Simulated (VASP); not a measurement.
BP: single point with LDA

BP, a sheet with vacuum:

```
B P
1.0
     3.17883    0.00000    0.00000
    -1.58941    2.75294    0.00000
     0.00000    0.00000   23.80000
B P
1 1
Direct
  0.33333 0.66667 0.29412
  0.66667 0.33333 0.29412
```

```json
{"Program": "VASP 6.6.1", "Task": "single point", "Functional": "LDA", "Potentials or basis": "VASP PAW LDA potentials, release 64 (B, P)", "Cutoff": "420 eV", "k mesh": "12 × 12 × 1", "Occupations": "gaussian, width 0.03 eV", "Spin": "no spin polarisation"}
```

```json
{"Band gap on the k mesh": "0.82 eV"}
```

Levels at points of the mesh, in eV from the valence-band top:
| k point | band 1 | band 2 | band 3 | band 4 | band 5 | band 6 | band 7 | band 8 |
| --- | --- | --- | --- | --- | --- | --- | --- | --- |
| (0.00, 0.00, 0.00) | -13.78 | -4.32 | -1.65 | -1.65 | 3.70 | 4.70 | 4.70 | 5.03 |
| (0.50, 0.00, 0.00) | -10.92 | -8.38 | -3.68 | -1.11 | 1.38 | 2.90 | 7.82 | 8.80 |

Wall time 65 s on 1 thread of Intel Xeon 8259CL, with other jobs on the host, peak memory 0.22 GiB.
